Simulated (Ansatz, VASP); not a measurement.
HfMoC2: VASP beside Ansatz

```
CELL_PARAMETERS angstrom
3.19142 0.00000 0.00000
0.00000 3.19142 0.00000
0.00000 0.00000 4.48516
ATOMIC_POSITIONS crystal
Hf 0.00000 0.00000 0.00000
Mo 0.50000 0.50000 0.50000
C 0.50000 0.50000 0.00000
C 0.00000 0.00000 0.50000
```

Alike in both runs: functional LDA; k mesh 8 × 8 × 6; occupations fermi-dirac, width 0.05 eV; no spin polarisation.

```csv
,VASP,Ansatz
version,VASP 6.6.1,Ansatz 0.2.0
potentials or method,"VASP PAW LDA potentials, release 64 (Hf_pv, Mo_sv, C)",Ansatz PAW
plane-wave cutoff (eV),520,420
valence electrons in the cell,32,48
task,single point,band structure
```

|  | VASP | Ansatz | Ansatz less VASP |
| --- | --- | --- | --- |
| gap on the k mesh at the Fermi level (eV) | none | none | - |
| pressure (GPa) | -13.6 | -14.4 | -0.80 |
| traceless stress, the component that is largest in VASP (GPa) | -2.95 | -2.95 | -0.009 |

LDA's correlation is that of Perdew and Zunger in VASP and of Perdew and Wang (1992) in Ansatz. A gap of «none» marks a metal or a gap that the smearing closes. VASP's potentials hold 32 valence electrons a cell and Ansatz's 48, so a difference there can come from the potentials and not from the codes.

Spin-orbit coupling is off throughout.
